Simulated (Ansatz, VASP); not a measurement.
# One calculation of GeB2I3, two programs

```
CELL_PARAMETERS angstrom
3.80687 0.00000 0.00000
0.00000 3.80687 0.00000
0.00000 0.00000 12.83297
ATOMIC_POSITIONS crystal
Ge 0.50000 0.50000 0.00000
B 0.50000 0.50000 0.43749
B 0.50000 0.50000 0.56251
I 0.00000 0.00000 0.85784
I 0.00000 0.00000 0.14216
I 0.00000 0.00000 0.50000
```

Change from the starting cell: species swapped into the Li3Tl2Cd type (P4/mmm, No. 123).

Alike in both runs: functional PBE; k mesh 10 × 10 × 4; occupations gaussian, width 0.1 eV; no spin polarisation.

Ansatz relaxed the structure, and its values are those at the end. VASP's run is a single point on that final structure, the one shown.

```csv
,VASP,Ansatz
version,VASP 6.6.1,Ansatz 0.2.0
potentials or method,"VASP PAW PBE potentials, release 64 (Ge_d, B, I), cutoff 520 eV","scalar-relativistic, plane waves, PAW"
valence electrons in the cell,41,71
```

|  | VASP | Ansatz | Ansatz less VASP |
| --- | --- | --- | --- |
| gap on the k mesh at the Fermi level (eV) | none | none | - |
| pressure (GPa) | 0.0 | 0.0 | +0.01 |
| rms of the force components (eV/Å) | 0.005 | 0.001 | -0.0039 |

A gap of «none» marks a metal or a gap that the smearing closes. VASP's potentials hold 41 valence electrons a cell and Ansatz's 71, so a difference there can come from the potentials and not from the codes.

Neither program's run includes spin-orbit coupling.
